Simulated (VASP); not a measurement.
Input of a VASP 6.6.1 run:

INCAR

```
  ALGO = Normal
  EDIFF = 1E-6
  ENCUT = 520
  GGA = PE
  ISIF = 2
  ISMEAR = 0
  LASPH = T
  LCHARG = F
  LREAL = F
  LWAVE = F
  NBANDS = 33
  NELM = 60
  PREC = Accurate
  SIGMA = 0.1
```

The input KPOINTS:

```
k-points
0
Gamma
  4 4 4
```

Contents of POSCAR:

```
MgSn2O3
1.0
    4.3126122200      0.0000000000      0.0000000000
    0.0000000000      4.3126122200      0.0000000000
    0.0000000000      0.0000000000      6.1414808200
Mg Sn O
1 2 3
Direct
    0.0000000000      0.0000000000      0.5000000000
    0.0000000000      0.5000000000      0.2679100000
    0.5000000000      0.0000000000      0.7320900000
    0.5000000000      0.5000000000      0.0000000000
    0.0000000000      0.0000000000      0.0000000000
    0.5000000000      0.5000000000      0.5000000000
```

Potentials or basis: VASP PAW PBE potentials, release 64 (Mg, Sn_d, O).

Launch:

```sh
$ cat potpaw_PBE.64/Mg/POTCAR potpaw_PBE.64/Sn_d/POTCAR potpaw_PBE.64/O/POTCAR > POTCAR
$ mpirun -np 1 vasp_std > vasp.out
```

**Question.** What does it give for the pressure?

**Answer.** -6.6 GPa.

**Question.** What does it give for the largest force?

**Answer.** 5.099 eV/Å.

**Question.** What does it give for the band gap on the k mesh?

**Answer.** Zero (bands 24 and 25 overlap by 0.19 eV).

Stress tensor (GPa, compression positive):
```
-5.01  0.00  0.00
 0.00 -5.01  0.00
 0.00  0.00 -9.82
```

Caveat: the k points lie up to 0.36 Å⁻¹ apart; semilocal functionals underestimate gaps, and a narrow one can read as zero; spin-orbit coupling is left out, which moves the levels of the heavy elements; forces of over 1 eV/Å act on the atoms, so gaps and moduli don't describe the material at rest.
